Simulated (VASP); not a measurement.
Here is a VASP 6.6.1 calculation.

The input INCAR:

```
PREC = Accurate ; ENCUT = 520
EDIFF = 1E-7 ; ISMEAR = 0
SIGMA = 0.1 ; LREAL = False
LASPH = True ; NELM = 150
ALGO = Fast ; ISIF = 2
LWAVE = False ; LCHARG = False
ISPIN = 2 ; MAGMOM = 0.16 0.16 0.25 4.03
LORBIT = 11 ; NUPDOWN = 5.0
LMAXMIX = 4 ; GGA = PE
NBANDS = 23
```

KPOINTS

```
Automatic mesh
0
Gamma
  12 12 12
```

Contents of POSCAR:

```
MnAl3
1.0
    0.0000000000      3.0393544795      3.0393544795
    3.0393544795      0.0000000000      3.0393544795
    3.0393544795      3.0393544795      0.0000000000
Al Mn
3 1
Direct
    0.2500000000      0.2500000000      0.2500000000
    0.7500000000      0.7500000000      0.7500000000
    0.5000000000      0.5000000000      0.5000000000
    0.0000000000      0.0000000000      0.0000000000
```

Potentials or basis: VASP PAW PBE potentials, release 64 (Al, Mn_pv).

Launch:

```console
$ cat potpaw_PBE.64/Al/POTCAR potpaw_PBE.64/Mn_pv/POTCAR > POTCAR
$ mpirun -np 1 vasp_std > vasp.out
```

**Question.** Estimate the pressure.

**Answer.** 18.7 GPa.

Caveat: the cell stands under pressure; the total moment is fixed, so each spin has its own Fermi level and the state may be an excited one.
